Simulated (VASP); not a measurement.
# TaAs (I4_1md) in VASP: further runs

TaAs is run at these levels: PBEsol; tasks: single point.

All numbers are computed with VASP 6.6.1; they aren't measurements. Logs are shortened: lines on timing, memory, paths and dates and some standing lists are left out, and cuts for length are marked.

### 1 The cell of the first run

Symmetry: I4_1md, No. 109, tetragonal system. Conventional cell: a = 3.372 Å, b = 3.372 Å, c = 11.256 Å, α = 90.00°, β = 90.00°, γ = 90.00°. Within 3.4 Å of Ta (site symmetry 2mm) lie 6 As at 2.54 to 2.55 Å and 8 Ta at 3.28 to 3.37 Å. As (site symmetry 2mm) has 6 Ta at 2.54 to 2.55 Å and 8 As at 3.28 to 3.37 Å within 3.4 Å.

### 2 Single point, PBEsol (16.00 Å³/atom)

Input file INCAR:

```
PREC     = Accurate       # precision mode
ENCUT    = 520            # plane-wave cutoff, eV
EDIFF    = 1E-7           # SCF threshold, eV
ISMEAR   = 0              # smearing method
SIGMA    = 0.1            # smearing width, eV
LREAL    = False          # projectors in reciprocal space
LASPH    = True           # aspherical terms in the spheres
NELM     = 60             # most SCF steps
ALGO     = Normal         # electronic algorithm
ISIF     = 2              # what is computed and relaxed
LWAVE    = False          # write WAVECAR
LCHARG   = False          # write CHGCAR
GGA      = PS             # functional
NBANDS   = 24             # bands
```

Input file KPOINTS:

```
Automatic mesh
0
Gamma
  18 18 18
```

Input file POSCAR:

```
TaAs
1.0
   -1.6860565006      1.6860565006      5.6278976413
    1.6860565006     -1.6860565006      5.6278976413
    1.6860565006      1.6860565006     -5.6278976413
Ta As
2 2
Direct
    0.5007974923      1.0007974923      0.5000000000
    0.7507974923      0.7507974923      0.0000000000
    0.0818019277      0.5818019277      0.5000000000
    0.3318019277      0.3318019277      0.0000000000
```

Potentials or basis: VASP PAW PBE potentials, release 64 (Ta_pv, As).

The run is started by

```sh
cat potpaw_PBE.64/Ta_pv/POTCAR potpaw_PBE.64/As/POTCAR > POTCAR
mpirun -np 1 vasp_std > vasp.out
```

OUTCAR:

```text
PREC = Accurate
   ENCUT = 520
   EDIFF = 1E-7
   ISMEAR = 0
   LREAL = False
   LASPH = True
   NELM = 60
   ISIF = 2
   GGA = PS

 ion  position               nearest neighbor table
   1  0.501  0.001  0.500-   4 2.54   4 2.54   3 2.55   3 2.55   3 2.55   3 2.55   2 3.28   2 3.28
                             2 3.28   2 3.28
   2  0.751  0.751  0.000-   3 2.54   3 2.54   4 2.55   4 2.55   4 2.55   4 2.55   1 3.28   1 3.28
                             1 3.28   1 3.28
   3  0.082  0.582  0.500-   2 2.54   2 2.54   1 2.55   1 2.55   1 2.55   1 2.55
   4  0.332  0.332  0.000-   1 2.54   1 2.54   2 2.55   2 2.55   2 2.55   2 2.55

  LATTYP: Found a body centered tetragonal cell.
 ALAT       =     3.3721130012
 C/A-ratio  =     3.3379057222

  Lattice vectors:

 A1 = (  -1.6860565006,   1.6860565006,   5.6278976413)
 A2 = (   1.6860565006,  -1.6860565006,   5.6278976413)
 A3 = (   1.6860565006,   1.6860565006,  -5.6278976413)

Analysis of symmetry for initial positions (statically):
=====================================================================
 Subroutine PRICEL returns:
 Original cell was already a primitive cell.

 Routine SETGRP: Setting up the symmetry group for a
 body centered tetragonal supercell.

 Subroutine GETGRP returns: Found  8 space group operations
 (whereof  4 operations were pure point group operations)
 out of a pool of 16 trial point group operations.

The static configuration has the point symmetry C_2v.
 The point group associated with its full space group is C_4v.

Analysis of symmetry for dynamics (positions and initial velocities):
=====================================================================
 Subroutine PRICEL returns:
 Original cell was already a primitive cell.

 Routine SETGRP: Setting up the symmetry group for a
 body centered tetragonal supercell.

 Subroutine GETGRP returns: Found  8 space group operations
 (whereof  4 operations were pure point group operations)
 out of a pool of 16 trial point group operations.

The dynamic configuration has the point symmetry C_2v.
 The point group associated with its full space group is C_4v.

 Subroutine INISYM returns: Found  8 space group operations
 (whereof  4 operations are pure point group operations),
 and found     1 'primitive' translations

----------------------------------------------------------------------------------------

                                     Primitive cell

  volume of cell :      63.9956
[... 93 lines left out ...]
   EDIFF  = 0.1E-06   stopping-criterion for ELM
   LREAL  =      F    real-space projection
   EDIFFG = 0.1E-05   stopping-criterion for IOM
   NSW    =      0    number of steps for IOM
   IBRION =     -1    ionic relax: 0-MD 1-quasi-New 2-CG
   NFREE  =      0    steps in history (QN), initial steepest desc. (CG)
   ISIF   =      2    stress and relaxation
   ISYM   =      2    0-nonsym 1-usesym 2-fastsym
   POTIM  = 0.5000    time-step for ionic-motion
   TEBEG  =    0.0;   TEEND  =   0.0 temperature during run
   PSTRESS=    0.0 pullay stress
   NELECT =      32.0000    total number of electrons
   NUPDOWN=      -1.0000    fix difference up-down
   EMIN   =  10.00;   EMAX   =-10.00  energy-range for DOS
   EFERMI =   0.00;   METHOD = LEGACY
   ISMEAR =     0;   SIGMA  =   0.10  broadening in eV -4-tet -1-fermi 0-gaus
   EFERMI_NEDOS =   21; number of points for ismear=-14 and -15
   IALGO  =     38    algorithm
   IMIX   =      4    mixing-type and parameters
     AMIX     =   0.40;   BMIX     =  1.00
     AMIX_MAG =   1.60;   BMIX_MAG =  1.00
  volume/ion in A,a.u.               =      16.00       107.97
  Fermi-wavevector in a.u.,A,eV,Ry     =   1.299395  2.455501 22.972465  1.688429
  Thomas-Fermi vector in A             =   2.430662
   LORBIT       =      0    0 simple, 1 ext, 2 COOP (PROOUT), +10 PAW based schemes
   GGA     = PS    functional components
   LHFCALC =     F    Hartree Fock is set to
   AEXX    =    0.0000 exact exchange contribution
   IVDW    =     0    specifies the selected vdW correction
   LEPSILON=     F    determine dielectric tensor
   LRPA    =     F    only Hartree local field effects (RPA)
 non-spin polarized calculation
 Gauss-broadening in eV      SIGMA  =   0.10
  energy-cutoff  :      520.00
  volume of cell :       64.00
 maximum number of plane-waves:      1740
 NGX is ok and might be reduce to    48
   NGX = 23   NGY = 23   NGZ = 23

 number of electron      32.0000001 magnetization

 Free energy of the ion-electron system (eV)
  ---------------------------------------------------
  ext. energy  EPLUGINS =         0.00000000
  ---------------------------------------------------
  free energy    TOTEN  =       -37.54944620 eV

  energy without entropy =      -37.54769497  energy(sigma->0) =      -37.54857058

 E-fermi :   7.6457     XC(G=0): -12.4242

 val. band max:        7.6349379154   @ k =  -0.1667  -0.4444   0.1667
 cond. band min:       7.6589914107   @ k =  -0.1667   0.3333   0.1667
 fundamental gap:      0.0240534953
 Fermi energy:         7.6457177444

 k-point     1 :       0.0000    0.0000    0.0000
  band No.  band energies     occupation
      1     -27.1226      2.00000
      2     -27.0328      2.00000
      3     -27.0328      2.00000
      4     -26.8532      2.00000
      5     -26.8532      2.00000
      6     -26.7658      2.00000
[... 637 lines left out ...]
     23      12.9161      0.00000
     24      13.6731      0.00000

 [... further k-points ...]

------------------------ aborting loop because EDIFF is reached ----------------------------------------

  FORCE on cell =-STRESS in cart. coord.  units (eV):
  Direction    XX          YY          ZZ          XY          YZ          ZX
  --------------------------------------------------------------------------------------
  -------------------------------------------------------------------------------------
  Total        5.7274618      5.7274618      5.6419781      0.0000000      0.0000000      0.0000000
  in kB      143.3911524    143.3911524    141.2510063      0.0000000      0.0000000      0.0000000
  external PRESSURE =     142.6777704 kB  Pullay stress =       0.0000000 kB

 VOLUME and BASIS-vectors are now :
 -----------------------------------------------------------------------------
  energy-cutoff  :      520.00
  volume of cell :       64.00
      direct lattice vectors                 reciprocal lattice vectors
    -1.686056501  1.686056501  5.627897641     0.000000000  0.296549967  0.088843123
     1.686056501 -1.686056501  5.627897641     0.296549967  0.000000000  0.088843123
     1.686056501  1.686056501 -5.627897641     0.296549967  0.296549967  0.000000000

 POSITION                                       TOTAL-FORCE (eV/Angst)
 -----------------------------------------------------------------------------------
      0.00000      1.68606      0.00898        -0.000000     -0.000000      0.006161
      0.00000      0.00000      8.45082         0.000000      0.000000      0.006161
      1.68606      0.00000      0.92075        -0.000000      0.000000     -0.006161
      0.00000      0.00000      3.73469         0.000000     -0.000000     -0.006161
 -----------------------------------------------------------------------------------
    total drift:                                0.000000      0.000000      0.000469

  FREE ENERGIE OF THE ION-ELECTRON SYSTEM (eV)
  ---------------------------------------------------
  free  energy   TOTEN  =       -37.5494461953 eV

  energy  without entropy=      -37.5476949689  energy(sigma->0) =      -37.54857058
```

OSZICAR:

```text
N       E                     dE             d eps       ncg     rms          rms(c)
DAV:   1     0.241578249071E+03    0.24158E+03   -0.16593E+04 23048   0.131E+03
DAV:   2    -0.292493371896E+02   -0.27083E+03   -0.25906E+03 26896   0.357E+02
DAV:   3    -0.390419561827E+02   -0.97926E+01   -0.95836E+01 30264   0.623E+01
DAV:   4    -0.391581454407E+02   -0.11619E+00   -0.11609E+00 26008   0.691E+00
DAV:   5    -0.391593270846E+02   -0.11816E-02   -0.11814E-02 30160   0.634E-01    0.251E+01
DAV:   6    -0.376955664097E+02    0.14638E+01   -0.31654E+00 27392   0.118E+01    0.113E+01
DAV:   7    -0.375682615148E+02    0.12730E+00   -0.41310E-01 30312   0.426E+00    0.277E+00
DAV:   8    -0.375496579506E+02    0.18604E-01   -0.33885E-02 25576   0.986E-01    0.226E-01
DAV:   9    -0.375494746217E+02    0.18333E-03   -0.25490E-03 28160   0.290E-01    0.102E-01
DAV:  10    -0.375494500627E+02    0.24559E-04   -0.20540E-04 27760   0.117E-01    0.197E-02
DAV:  11    -0.375494484433E+02    0.16194E-05   -0.13368E-05 29128   0.214E-02    0.115E-02
DAV:  12    -0.375494462231E+02    0.22202E-05   -0.35869E-06 27544   0.143E-02    0.792E-04
DAV:  13    -0.375494461953E+02    0.27816E-07   -0.12801E-07 19368   0.241E-03
   1 F= -.37549446E+02 E0= -.37548571E+02  d E =-.175123E-02
```

stdout:

```text
POSCAR found type information on POSCAR TaAs
 POSCAR found :  2 types and       4 ions
 scaLAPACK will be used
 -----------------------------------------------------------------------------
|                                                                             |
|                                                                             |
|     You enforced a specific xc type in the INCAR file but a different       |
|     I HOPE YOU KNOW WHAT YOU ARE DOING!                                     |
|                                                                             |
 -----------------------------------------------------------------------------

 LDA part: xc-table for (Slater+PW92), standard interpolation
 POSCAR, INCAR and KPOINTS ok, starting setup
 FFT: planning ... GRIDC
 FFT: planning ... GRID_SOFT
 FFT: planning ... GRID
 WAVECAR not read
 entering main loop
```

Wall time 13 min (1 thread of AMD EPYC 9R45 (Zen 5), shared host); peak memory 0.79 GiB.

Results:

| Item | Value |
| --- | --- |
| Free energy | -37.5494 eV |
| Pressure | 14.3 GPa |
| Largest force | 0.006 eV/Å |
| Band gap on the k mesh | zero (filled and empty bands overlap) |

Forces on the atoms (eV/Å):
```
Ta   0.000  0.000  0.006
Ta   0.000  0.000  0.006
As   0.000  0.000 -0.006
As   0.000  0.000 -0.006
```

Caveat: the cell stands under pressure; the PAW data sets were made with another functional, which shifts forces and pressure a little; spin-orbit coupling is left out, which moves the levels of the heavy elements.

### 3 Single point, PBEsol (16.51 Å³/atom)

This run uses another cell than the first one, of 16.51 Å³/atom.

Input file INCAR:

```
SYSTEM = TaAs
PREC = Accurate
ENCUT = 520
EDIFF = 1E-6
ISMEAR = 0
SIGMA = 0.1
LREAL = .False.
LASPH = .True.
NELM = 80
ALGO = Normal
ISIF = 2
LWAVE = .False.
LCHARG = .True.
GGA = PS
LELF = .True.
LVHAR = .True.
NBANDS = 24
```

Input file KPOINTS:

```
Automatic mesh
0
Gamma
  18 18 18
  0 0 0
```

Input file POSCAR:

```
TaAs
1.0
   -1.7002419553      1.7002419553      5.7110092200
    1.7002419553     -1.7002419553      5.7110092200
    1.7002419553      1.7002419553     -5.7110092200
Ta As
2 2
Direct
    0.5005324308      1.0005324308      0.5000000000
    0.7505324308      0.7505324308      0.0000000000
    0.0820669892      0.5820669892      0.5000000000
    0.3320669892      0.3320669892      0.0000000000
```

Potentials or basis: VASP PAW PBE potentials, release 64 (Ta_pv, As).

The run is started by

```sh
cat potpaw_PBE.64/Ta_pv/POTCAR potpaw_PBE.64/As/POTCAR > POTCAR
mpirun -np 1 vasp_std > vasp.out
```

Wall time 16 min (1 thread of AMD EPYC 9R45 (Zen 5), shared host); peak memory 0.81 GiB.

Results (log left out):

```yaml
Free_energy: -37.6834 eV
Pressure: 6.9 GPa
Largest_force: 0.004 eV/Å
Band_gap_on_the_k_mesh: zero (bands 16 and 17 overlap by 0.04 eV)
```

Forces on the atoms (eV/Å):
```
Ta   0.000  0.000  0.004
Ta   0.000  0.000  0.004
As   0.000  0.000 -0.004
As   0.000  0.000 -0.004
```

Stress tensor (GPa, compression positive):
```
6.99 0.00 0.00
0.00 6.99 0.00
0.00 0.00 6.81
```

Levels at points of the mesh, in eV from the Fermi level:
```tsv
k point	band 14	band 15	band 16	band 17	band 18	band 19
(0.00, 0.00, 0.00)	-2.01	-1.67	-1.67	0.91	1.67	2.55
(0.50, 0.00, 0.00)	-2.32	-1.64	-0.17	0.11	1.48	2.45
(0.50, 0.50, 0.00)	-3.23	-1.17	-1.17	2.97	2.97	3.30
(0.50, 0.50, 0.50)	-3.01	-0.91	-0.91	1.27	1.27	2.51
```

Caveat: the cell stands under pressure; the PAW data sets were made with another functional, which shifts forces and pressure a little; spin-orbit coupling is left out, which moves the levels of the heavy elements.

The gap in the log of VASP goes by the Fermi energy; the results here count the filled bands.